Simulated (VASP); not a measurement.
# Li2Rh (P-3m1) in VASP: a series of runs

Li2Rh is run at these levels: PBE; tasks: relaxation of cell and atoms, single point.

All numbers are computed with VASP 6.6.1; they aren't measurements. Logs are shortened: lines on timing, memory, paths and dates and some standing lists are left out, and cuts for length are marked.

### Step 1. The cell of the first run

The structure is trigonal, space group P-3m1 (No. 164). Conventional cell: a = 2.728 Å, b = 2.728 Å, c = 6.879 Å, α = 90.00°, β = 90.00°, γ = 120.00°. Within 3.4 Å of Li (site symmetry 3m) lie 3 Rh at 2.60 Å and 9 Li at 2.73 to 3.16 Å. Within 3.4 Å of Rh (site symmetry -3m) lie 6 Li at 2.60 Å and 6 Rh at 2.73 Å.

### Step 2. Relaxation of cell and atoms, PBE

Input file INCAR:

```
SYSTEM = Li2Rh
ALGO     = Normal         ! electronic algorithm
EDIFF    = 1E-7           ! SCF threshold, eV
EDIFFG   = -0.01          ! ionic threshold
ENCUT    = 600            ! plane-wave cutoff, eV
GGA      = PE             ! functional
IBRION   = 2              ! ionic algorithm
ISIF     = 3              ! what is computed and relaxed
ISMEAR   = 0              ! smearing method
LASPH    = .True.         ! aspherical terms in the spheres
LCHARG   = .False.        ! write CHGCAR
LREAL    = .False.        ! projectors in reciprocal space
LWAVE    = .False.        ! write WAVECAR
NELM     = 100            ! most SCF steps
NSW      = 100            ! ionic steps
PREC     = Accurate       ! precision mode
SIGMA    = 0.1            ! smearing width, eV
```

Input file KPOINTS:

```
k-points
0
Gamma
  21 21 8
  0 0 0
```

Input file POSCAR:

```
Li2Rh
1.0
    2.7279122113      0.0000000000      0.0000000000
   -1.3639561057      2.3624412743      0.0000000000
    0.0000000000      0.0000000000      6.8790497569
Li Rh
2 1
Direct
    0.3333333333      0.6666666667      0.3004791106
    0.6666666667      0.3333333333      0.6995208894
    0.0000000000      0.0000000000      0.0000000000
```

Potentials or basis: VASP PAW PBE potentials, release 64 (Li_sv, Rh_pv).

On the command line:

```sh
$ cat potpaw_PBE.64/Li_sv/POTCAR potpaw_PBE.64/Rh_pv/POTCAR > POTCAR
$ mpirun -np 1 vasp_std > vasp.out
```

OUTCAR:

```text
SYSTEM = Li2Rh
   EDIFF = 1E-7
   EDIFFG = -0.01
   ENCUT = 600
   GGA = PE
   IBRION = 2
   ISIF = 3
   ISMEAR = 0
   LASPH = .True.
   LREAL = .False.
   NELM = 100
   NSW = 100
   PREC = Accurate

 ion  position               nearest neighbor table
   1  0.333  0.667  0.300-   3 2.60   3 2.60   3 2.60
   2  0.667  0.333  0.700-   3 2.60   3 2.60   3 2.60
   3  0.000  0.000  0.000-   1 2.60   2 2.60   2 2.60   1 2.60   2 2.60   1 2.60

  LATTYP: Found a hexagonal cell.
 ALAT       =     2.7279122113
 C/A-ratio  =     2.5217269560

  Lattice vectors:

 A1 = (   2.7279122113,   0.0000000000,   0.0000000000)
 A2 = (  -1.3639561057,   2.3624412743,   0.0000000000)
 A3 = (   0.0000000000,   0.0000000000,   6.8790497569)

Analysis of symmetry for initial positions (statically):
=====================================================================
 Subroutine PRICEL returns:
 Original cell was already a primitive cell.

 Routine SETGRP: Setting up the symmetry group for a
 hexagonal supercell.

 Subroutine GETGRP returns: Found 12 space group operations
 (whereof 12 operations were pure point group operations)
 out of a pool of 24 trial point group operations.

The static configuration has the point symmetry D_3d.

Analysis of symmetry for dynamics (positions and initial velocities):
=====================================================================
 Subroutine PRICEL returns:
 Original cell was already a primitive cell.

 Routine SETGRP: Setting up the symmetry group for a
 hexagonal supercell.

 Subroutine GETGRP returns: Found 12 space group operations
 (whereof 12 operations were pure point group operations)
 out of a pool of 24 trial point group operations.

The dynamic configuration has the point symmetry D_3d.

 Subroutine INISYM returns: Found 12 space group operations
 (whereof 12 operations are pure point group operations),
 and found     1 'primitive' translations

----------------------------------------------------------------------------------------

                                     Primitive cell

  volume of cell :      44.3323

  direct lattice vectors                    reciprocal lattice vectors
     2.727912211  0.000000000  0.000000000     0.366580712  0.211645473  0.000000000
    -1.363956106  2.362441274  0.000000000     0.000000000  0.423290945  0.000000000
     0.000000000  0.000000000  6.879049757     0.000000000  0.000000000  0.145368915

  length of vectors
     2.727912211  2.727912211  6.879049757     0.423290945  0.423290945  0.145368915

  position of ions in fractional coordinates (direct lattice)
     0.333333333  0.666666667  0.300479111
     0.666666667  0.333333333  0.699520889
     0.000000000  0.000000000  0.000000000

  ion indices of the primitive-cell ions
   primitive index   ion index
                 1           1
                 2           2
                 3           3

----------------------------------------------------------------------------------------

 KPOINTS: k-points

Automatic generation of k-mesh.
 Grid dimensions read from file:
 generate k-points for:   21   21    8

 Generating k-lattice:

  Cartesian coordinates                     Fractional coordinates (reciprocal lattice)
     0.017456224  0.010078356  0.000000000     0.047619048  0.000000000  0.000000000
     0.000000000  0.020156712  0.000000000     0.000000000  0.047619048  0.000000000
     0.000000000  0.000000000  0.018171114     0.000000000  0.000000000  0.125000000

  Length of vectors
     0.020156712  0.020156712  0.018171114

  Shift w.r.t. Gamma in fractional coordinates (k-lattice)
     0.000000000  0.000000000  0.000000000

 Subroutine IBZKPT returns following result:
 ===========================================

 Found    351 irreducible k-points:

 Following reciprocal coordinates:
            Coordinates               Weight
  0.000000  0.000000  0.000000      1.000000
  0.047619  0.000000  0.000000      6.000000
  0.095238 -0.000000  0.000000      6.000000
  0.142857  0.000000  0.000000      6.000000
  0.190476 -0.000000  0.000000      6.000000
  0.238095  0.000000  0.000000      6.000000
[... 16 lines left out ...]
  0.142857  0.095238  0.000000     12.000000
  0.190476  0.095238  0.000000     12.000000
 [... further k-points ...]
   k-points           NKPTS =    351   k-points in BZ     NKDIM =    351   number of bands    NBANDS=     14
   number of dos      NEDOS =    301   number of ions     NIONS =      3
   total plane-waves  NPLWV =  32256
   dimension x,y,z NGX =    24 NGY =   24 NGZ =   56
   dimension x,y,z NGXF=    48 NGYF=   48 NGZF=  112
   ions per type =               2   1
   NGX,Y,Z   is equivalent  to a cutoff of  14.63, 14.63, 13.53 a.u.
   NGXF,Y,Z  is equivalent  to a cutoff of  29.25, 29.25, 27.07 a.u.
 SYSTEM =  Li2Rh
   PREC   = accura    normal or accurate (medium, high low for compatibility)
   ISTART =      0    job   : 0-new  1-cont  2-samecut
   ICHARG =      2    charge: 1-file 2-atom 10-const
   ISPIN  =      1    spin polarized calculation?
   LNONCOLLINEAR =      F non collinear calculations
   LSORBIT =      F    spin-orbit coupling
   LASPH  =      T    aspherical Exc in radial PAW
   ENCUT  =  600.0 eV  44.10 Ry    6.64 a.u.   5.45  5.45 13.74*2*pi/ulx,y,z
   NELM   =    100;   NELMIN=  2; NELMDL= -5     # of ELM steps
   EDIFF  = 0.1E-06   stopping-criterion for ELM
   LREAL  =      F    real-space projection
   EDIFFG = -.1E-01   stopping-criterion for IOM
   NSW    =    100    number of steps for IOM
   IBRION =      2    ionic relax: 0-MD 1-quasi-New 2-CG
   NFREE  =      1    steps in history (QN), initial steepest desc. (CG)
   ISIF   =      3    stress and relaxation
   ISYM   =      2    0-nonsym 1-usesym 2-fastsym
   POTIM  = 0.5000    time-step for ionic-motion
   TEBEG  =    0.0;   TEEND  =   0.0 temperature during run
   PSTRESS=    0.0 pullay stress
   NELECT =      21.0000    total number of electrons
   NUPDOWN=      -1.0000    fix difference up-down
   EMIN   =  10.00;   EMAX   =-10.00  energy-range for DOS
   EFERMI =   0.00;   METHOD = LEGACY
   ISMEAR =     0;   SIGMA  =   0.10  broadening in eV -4-tet -1-fermi 0-gaus
   EFERMI_NEDOS =   21; number of points for ismear=-14 and -15
   IALGO  =     38    algorithm
   IMIX   =      4    mixing-type and parameters
     AMIX     =   0.40;   BMIX     =  1.00
     AMIX_MAG =   1.60;   BMIX_MAG =  1.00
  volume/ion in A,a.u.               =      14.78        99.72
  Fermi-wavevector in a.u.,A,eV,Ry     =   1.276168  2.411609 22.158526  1.628606
  Thomas-Fermi vector in A             =   2.408840
   LORBIT       =      0    0 simple, 1 ext, 2 COOP (PROOUT), +10 PAW based schemes
   GGA     = PE    functional components
   LHFCALC =     F    Hartree Fock is set to
   AEXX    =    0.0000 exact exchange contribution
   IVDW    =     0    specifies the selected vdW correction
   LEPSILON=     F    determine dielectric tensor
   LRPA    =     F    only Hartree local field effects (RPA)
 conjugate gradient relaxation of ions
 non-spin polarized calculation
 Gauss-broadening in eV      SIGMA  =   0.10
  energy-cutoff  :      600.00
  volume of cell :       44.33
 maximum number of plane-waves:      1533
 NGX is ok and might be reduce to    24
   NGX = 11   NGY = 11   NGZ = 27

--------------------------------------- Ionic step        1  -------------------------------------------

 number of electron      21.0000003 magnetization

 Free energy of the ion-electron system (eV)
  ---------------------------------------------------
  ext. energy  EPLUGINS =         0.00000000
  ---------------------------------------------------
  free energy    TOTEN  =       -11.45672639 eV

  energy without entropy =      -11.44608122  energy(sigma->0) =      -11.45140380

------------------------ aborting loop because EDIFF is reached ----------------------------------------

  FORCE on cell =-STRESS in cart. coord.  units (eV):
  Direction    XX          YY          ZZ          XY          YZ          ZX
  --------------------------------------------------------------------------------------
  -------------------------------------------------------------------------------------
  Total       -0.1437477     -0.1437477     -0.0474138      0.0000000      0.0000000      0.0000000
  in kB       -5.1950733     -5.1950733     -1.7135440      0.0000000      0.0000000      0.0000000
  external PRESSURE =      -4.0345635 kB  Pullay stress =       0.0000000 kB
[... 133 lines left out ...]
  energy  without entropy=      -11.4465576465  energy(sigma->0) =      -11.45182830

--------------------------------------- Ionic step        5  -------------------------------------------

 number of electron      21.0000002 magnetization

 Free energy of the ion-electron system (eV)
  ---------------------------------------------------
  ext. energy  EPLUGINS =         0.00000000
  ---------------------------------------------------
  free energy    TOTEN  =       -11.45713335 eV

  energy without entropy =      -11.44661203  energy(sigma->0) =      -11.45187269

 E-fermi :   4.3395     XC(G=0):  -9.7136

 val. band max:        4.3324467841   @ k =   0.3333   0.0476   0.3750
 cond. band min:       4.3402666122   @ k =   0.3810  -0.0000   0.2500
 fundamental gap:      0.0078198281
 Fermi energy:         4.3395133240

 k-point     1 :       0.0000    0.0000    0.0000
  band No.  band energies     occupation
      1     -41.4711      2.00000
      2     -41.4209      2.00000
      3     -41.2776      2.00000
      4     -41.2776      2.00000
      5     -41.1747      2.00000
      6      -1.2225      2.00000
      7       0.8721      2.00000
      8       2.4544      2.00000
      9       2.4544      2.00000
     10       2.8277      2.00000
     11       3.2970      2.00000
     12       4.4941      0.02876
     13       4.4941      0.02876
     14      10.6525      0.00000
[... 375 lines left out ...]
 k-point    24 :       0.1905    0.0952    0.0000
  band No.  band energies     occupation
      1     -41.5352      2.00000
      2     -41.4251      2.00000
      3     -41.3846      2.00000
      4     -41.3482      2.00000
      5     -41.1642      2.00000
      6       0.4647      2.00000
      7       1.5405      2.00000
      8       1.8439      2.00000
      9       1.9951      2.00000
     10       3.9104      2.00000
     11       4.0967      1.99940
     12       4.2347      1.86165
     13       5.7729      0.00000
     14      12.5095      0.00000

 [... further k-points ...]

------------------------ aborting loop because EDIFF is reached ----------------------------------------

  FORCE on cell =-STRESS in cart. coord.  units (eV):
  Direction    XX          YY          ZZ          XY          YZ          ZX
  --------------------------------------------------------------------------------------
  -------------------------------------------------------------------------------------
  Total        0.0052591      0.0052591     -0.0240292     -0.0000000     -0.0000000      0.0000000
  in kB        0.1911294      0.1911294     -0.8732896     -0.0000000     -0.0000000      0.0000000
  external PRESSURE =      -0.1636770 kB  Pullay stress =       0.0000000 kB
[... 18 lines left out ...]
  FREE ENERGIE OF THE ION-ELECTRON SYSTEM (eV)
  ---------------------------------------------------
  free  energy   TOTEN  =       -11.4571333523 eV

  energy  without entropy=      -11.4466120277  energy(sigma->0) =      -11.45187269

 reached required accuracy - stopping structural energy minimisation
```

It took 7.1 min on 1 thread of AMD EPYC 9R45 (Zen 5), shared host; peak memory 0.37 GiB.

What came out:

| Item | Value |
| --- | --- |
| Free energy | -11.4571 eV |
| Relaxed volume | 14.70 Å³/atom |
| Relaxed cell | a = 2.720 Å, b = 2.720 Å, c = 6.878 Å, α = 90.00°, β = 90.00°, γ = 120.00° |
| Space group after relaxing (to 0.05 Å) | P-3m1 (No. 164) |
| Energy gained by relaxing | 0.1 meV/atom |
| Ionic steps | 5 |
| Pressure after relaxing | 0.0 GPa |
| Largest force after relaxing | 0.004 eV/Å |

Forces in eV/Å, atoms in the order of the input:
```
Li   0.000  0.000  0.004
Li   0.000  0.000 -0.004
Rh   0.000  0.000  0.000
```

The path:
| step | energy change (eV) | largest force (eV/Å) | pressure (GPa) | volume (Å³) |
| --- | --- | --- | --- | --- |
| 1 | 0.0000 | 0.0024 | -0.40 | 44.33 |
| 2 | -0.0003 | 0.0162 | 0.01 | 44.09 |
| 3 | -0.0003 | 0.0161 | 0.01 | 44.09 |
| 4 | -0.0004 | 0.0132 | 0.00 | 44.09 |
| 5 | -0.0004 | 0.0041 | -0.02 | 44.09 |

Final structure:
```
CELL_PARAMETERS angstrom
2.72042 0.00000 0.00000
-1.36021 2.35596 0.00000
0.00000 0.00000 6.87840
ATOMIC_POSITIONS crystal
Li 0.33333 0.66667 0.30095
Li 0.66667 0.33333 0.69905
Rh 0.00000 0.00000 0.00000
```

Levels at points of the mesh, in eV from the Fermi level:
```
           k point  band 7  band 8  band 9  band 10  band 11  band 12  band 13  band 14
(0.00, 0.00, 0.00)   -3.47   -1.89   -1.89    -1.51    -1.04     0.15     0.15     6.31
(0.00, 0.00, 0.50)   -3.03   -2.93   -1.89    -1.89     0.15     0.15     0.48     4.78
```

Caveat: the cutoff is under 1.25 times the usual one of these potentials, so pressure, stress and relaxed cells hold a basis-set (Pulay) error.

(Continued in part 2 of 2.)
